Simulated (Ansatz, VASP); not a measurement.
## One calculation of Al2GaAs3, two programs

```xyz
12
Lattice="4.0769 0.0000 0.0001 -0.0008 6.9970 -0.0172 0.0006 -0.0253 9.9114" Properties=species:S:1:pos:R:3 pbc="T T T"
Al   -0.0003    0.0025    0.0051
Al    2.0373    3.5009   -0.0033
Al    2.0384    1.1581    3.3030
Al    4.0777    4.6566    3.2949
Ga    0.0013    2.3147    6.5976
Ga    2.0369    5.8133    6.5896
As   -0.0008   -0.0189    7.4425
As    2.0395    3.4795    7.4340
As    0.0003    2.3196    4.1127
As    2.0389    5.8184    4.1046
As    2.0381    1.1640    0.8218
As    4.0757    4.6625    0.8134
```

Change from the starting cell: cell x2, atoms moved at random (sigma 0.05 Å) and cell strained at random (1.5 %), then relaxed without symmetry.

Alike in both runs: functional PBE; k mesh 4 × 2 × 2; occupations gaussian, width 0.1 eV; no spin polarisation.

Ansatz relaxed the structure, and its values are those at the end. VASP's run is a single point on that final structure, the one shown.

```csv
,VASP,Ansatz
version,VASP 6.6.1,Ansatz 0.2.0
potentials or method,"VASP PAW PBE potentials, release 64 (Al, Ga_d, As), cutoff 520 eV","scalar-relativistic, plane waves, PAW"
valence electrons in the cell,68,128
```

```csv
,VASP,Ansatz,Ansatz less VASP
gap on the k mesh at the Fermi level (eV),0.92,0.92,-0.001
least direct gap on the mesh (eV),0.92,0.92,-0.001
pressure (GPa),0.1,0.0,-0.16
rms of the force components (eV/Å),0.004,0.004,+0.0002
```

VASP's potentials hold 68 valence electrons a cell and Ansatz's 128, so a difference there can come from the potentials and not from the codes.

The k mesh is coarse, so the values compare programs but aren't converged.
